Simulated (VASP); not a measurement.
A run of VASP 6.6.1 is set up as follows.

Contents of INCAR:

```
SYSTEM = Si16Ge
PREC = Accurate ; ENCUT = 520
EDIFF = 1E-7 ; ISMEAR = 0
SIGMA = 0.05 ; LREAL = Auto
LASPH = .TRUE. ; NELM = 80
ALGO = Normal ; ISIF = 2
LWAVE = .FALSE. ; LCHARG = .FALSE.
GGA = PS ; NBANDS = 53
```

Contents of KPOINTS:

```
Automatic mesh
0
G
  2 2 2
  0 0 0
```

The input POSCAR:

```
Si16Ge
1.0
    0.0000000000      5.4300000000      5.4300000000
    5.4300000000      0.0000000000      5.4300000000
    5.4300000000      5.4300000000      0.0000000000
Si Ge
16 1
Direct
    0.0024815838      0.0095395948     -0.0143596685
    0.1072079190      0.1313090239      0.1300710866
   -0.0427420810      0.0188157459      0.5046645488
    0.1211898711      0.1438709024      0.6138740331
    0.0025888582      0.5022463168     -0.0143835175
    0.1389500921      0.6387826888      0.0835007366
    0.0146503683      0.5141999079      0.4566186924
    0.1212934622      0.6207687845      0.6138166667
    0.4761264273     -0.0243142726      0.0722028545
    0.6315527624      0.1312860958      0.1301059853
    0.5193728361      0.0188645488      0.5047172192
    0.6016218232      0.1012678637      0.6957023020
    0.5097288214      0.5022256906     -0.0143774401
    0.6316633517      0.6067985267      0.1300360958
    0.5192932781      0.4568787293      0.5046002762
    0.6442644567      0.6207596685      0.6138314917
    0.3364285451      0.8361294659      0.4912283610
```

Potentials or basis: VASP PAW PBE potentials, release 64 (Si, Ge_d).

Run with:

```bash
$ cat potpaw_PBE.64/Si/POTCAR potpaw_PBE.64/Ge_d/POTCAR > POTCAR
$ mpirun -np 1 vasp_std > vasp.out
```

**Question.** Predict the largest force.

**Answer.** 0.017 eV/Å.

**Question.** What does it give for the pressure?

**Answer.** 3.6 GPa.

**Question.** Predict the band gap on the k mesh.

**Answer.** Zero (bands 39 and 40 overlap by 0.13 eV).

Forces on the atoms (eV/Å):
```
Si  -0.002  0.003 -0.002
Si  -0.003  0.000  0.003
Si  -0.002 -0.012  0.005
Si  -0.016  0.001 -0.002
Si   0.001  0.003  0.002
Si   0.007  0.010 -0.011
Si   0.012  0.009 -0.008
Si   0.002  0.001  0.012
Si   0.006  0.004 -0.003
Si  -0.002 -0.002  0.000
Si  -0.005 -0.006  0.012
Si   0.007  0.008 -0.008
Si   0.001 -0.002 -0.003
Si   0.000 -0.003  0.003
Si  -0.010 -0.003  0.004
Si   0.001 -0.013 -0.001
Ge   0.001  0.002 -0.003
```

Caveat: the k points lie up to 0.50 Å⁻¹ apart; the PAW data sets were made with another functional, which shifts forces and pressure a little.
